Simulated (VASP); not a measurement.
Crystal: K2S.

```
K S
1.0
     0.00000    3.70272    3.70272
     3.70272    0.00000    3.70272
     3.70272    3.70272    0.00000
K S
2 1
Direct
  0.25000 0.25000 0.25000
  0.75000 0.75000 0.75000
  0.00000 0.00000 0.00000
```

Base run:

```yaml
Program: VASP 6.6.1
Functional: PBE
Potentials_or_basis: VASP PAW PBE potentials, release 64 (K_sv, S)
Cutoff: 500 eV
k_mesh: 4 × 4 × 4
Occupations: gaussian, width 0.01 eV
Spin: no spin polarisation
```

Its results: band gap on the k mesh 2.38 eV, indirect (least direct gap 2.57 eV); pressure 0.5 GPa.

Problem. After a change of settings the same cell gave: band gap on the k mesh 2.28 eV, indirect (least direct gap 2.48 eV); pressure -0.5 GPa. Which change was it?
A. occupations from gaussian, width 0.01 eV to methfessel-paxton, width 0.05 eV
B. k mesh from 4 × 4 × 4 to 2 × 2 × 2
C. functional from PBE to PBEsol
D. k mesh from 4 × 4 × 4 to 5 × 5 × 5

Solution. C.

PBEsol binds more tightly than PBE, so the same cell stands under less pressure.

Caveats: the PAW data sets were made with another functional, which shifts forces and pressure a little (some runs).
